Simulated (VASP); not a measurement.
Write the native input for VASP 6.6.1 that does the following.

| Quantity | Value |
| --- | --- |
| Task | single point |
| Functional | PBE |
| Potentials or basis | VASP PAW PBE potentials, release 64 (Mg, O) |
| Cutoff | 520 eV |
| k mesh | 2 × 2 × 1 |
| Occupations | fermi-dirac, width 0.05 eV |
| Spin | no spin polarisation |
| Dipole correction | no |
| Further INCAR settings | LREAL = Auto; ALGO = Normal; EDIFF = 1e-06; NBANDS = 66 |

The structure of MgO lies in POSCAR:

```
MgO
1.0
    5.5677591523      0.0000002887      0.0000000000
    2.7838793262      4.8218210124      0.0000000000
    0.0000000000      0.0000000000     17.6825700000
Mg O
12 12
Direct
    0.0000000000      0.0000000000      0.0565529000
    0.0000000000      0.5000000000      0.0565529000
    0.5000000000      0.0000000000      0.0565529000
    0.5000000000      0.5000000000      0.0565529000
    0.6666666667      0.6666666667      0.2002945712
    0.6666666667      0.1666666667      0.2002945712
    0.1666666667      0.6666666667      0.2002945712
    0.1666666667      0.1666666667      0.2002945712
    0.3333333333      0.3333333333      0.3439501396
    0.3333333333      0.8333333333      0.3439501396
    0.8333333333      0.3333333333      0.3439501396
    0.8333333333      0.8333333333      0.3439501396
    0.3333333333      0.8333333333      0.1208260000
    0.3333333333      0.3333333333      0.1208260000
    0.8333333333      0.8333333333      0.1208260000
    0.8333333333      0.3333333333      0.1208260000
    0.0000000000      0.5000000000      0.2645247291
    0.0000000000      0.0000000000      0.2645247291
    0.5000000000      0.5000000000      0.2645247291
    0.5000000000      0.0000000000      0.2645247291
    0.6666666667      0.1666666667      0.4087174458
    0.6666666667      0.6666666667      0.4087174458
    0.1666666667      0.1666666667      0.4087174458
    0.1666666667      0.6666666667      0.4087174458
```

These files were run (other wordings do the same):

INCAR

```
SYSTEM = MgO
PREC = Accurate
ENCUT = 520
EDIFF = 1E-6
ISMEAR = -1
SIGMA = 0.05
LREAL = Auto
LASPH = .True.
NELM = 60
ALGO = Normal
ISIF = 2
LWAVE = .False.
LCHARG = .False.
GGA = PE
NBANDS = 66
```

KPOINTS

```
regular mesh
0
Gamma
  2 2 1
  0 0 0
```

Potentials or basis: VASP PAW PBE potentials, release 64 (Mg, O).

Command:

```console
$ cat potpaw_PBE.64/Mg/POTCAR potpaw_PBE.64/O/POTCAR > POTCAR
$ mpirun -np 1 vasp_std > vasp.out
```

Results of the run:

```yaml
Largest_force: 0.647 eV/Å
Band_gap_on_the_k_mesh: zero (bands 48 and 49 overlap by 0.34 eV)
```

Caveat: the k points lie up to 0.65 Å⁻¹ apart.

Wall time 4.3 min on 1 thread of Intel(R) Xeon(R) Platinum 8488C (Sapphire Rapids), with other jobs on the host, peak memory 0.52 GiB.
